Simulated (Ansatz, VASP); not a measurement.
## TaN in VASP and in Ansatz

The input INCAR:

```
SYSTEM = TaN
PREC = Accurate ; ENCUT = 520
EDIFF = 1E-7 ; ISMEAR = 0
SIGMA = 0.15 ; LREAL = .FALSE.
LASPH = .TRUE. ; NELM = 60
ALGO = Normal ; ISIF = 2
LWAVE = .FALSE. ; LCHARG = .TRUE.
GGA = PS ; LELF = .TRUE.
LVHAR = .TRUE. ; NBANDS = 24
```

KPOINTS

```
regular mesh
0
G
  18 18 12
  0 0 0
```

The input POSCAR:

```
TaN
1.0
    3.2197860868      0.0000000000      0.0000000000
   -1.6098930434      2.7884165459      0.0000000000
    0.0000000000      0.0000000000      4.4327465391
Ta N
2 2
Direct
    0.3333333333      0.6666666667      0.0000000000
    0.6666666667      0.3333333333      0.5000000000
    0.3333333333      0.6666666667      0.3850000000
    0.6666666667      0.3333333333      0.8850000000
```

Input for Ansatz:

```yaml
crystal:
  lattice:
    - [3.2197860868, 0.0, 0.0]
    - [-1.6098930434, 2.7884165459, 0.0]
    - [0.0, 0.0, 4.4327465391]
  atoms:
    - { symbol: Ta, position: [0.3333333333, 0.6666666667, 0.0] }
    - { symbol: Ta, position: [0.6666666667, 0.3333333333, 0.5] }
    - { symbol: "N", position: [0.3333333333, 0.6666666667, 0.385] }
    - { symbol: "N", position: [0.6666666667, 0.3333333333, 0.885] }
basis:
  ecutwfc: 420
kpoints:
  mp_grid: { grid: [18, 18, 12] }
hamiltonian:
  xc: pbesol
scf:
  occupations: { method: gaussian, width: 0.15 }
output:
  forces: true
  stress: true
  eigenvalues: true
  write_density: true
  write_potential: true
  elf: true
  volumetric_format: npy
```

Alike in both runs: task single point; functional PBEsol; k mesh 18 × 18 × 12; occupations gaussian, width 0.15 eV; no spin polarisation.

|  | VASP | Ansatz |
| --- | --- | --- |
| version | VASP 6.6.1 | Ansatz 0.2.0 |
| potentials or method | VASP PAW PBE potentials, release 64 (Ta_pv, N), cutoff 520 eV | scalar-relativistic, plane waves, PAW |
| valence electrons in the cell | 32 | 36 |

Ansatz gave:

| Property | Result |
| --- | --- |
| gap on the k mesh at the Fermi level (eV) | none |
| rms of the force components (eV/Å) | 4.576 |

Question: What did VASP give for the same quantities?

Answer: gap on the k mesh at the Fermi level (eV): none; rms of the force components (eV/Å): 4.740.

VASP's potentials were made for PBE, not for PBEsol. Atom by atom the forces differ by 0.164 eV/Å (rms over components). A gap of «none» marks a metal or a gap that the smearing closes. With one functional, cell and mesh, what is left measures potentials, basis and numerics. VASP's potentials hold 32 valence electrons a cell and Ansatz's 36, so a difference there can come from the potentials and not from the codes.

Spin-orbit coupling is off throughout.
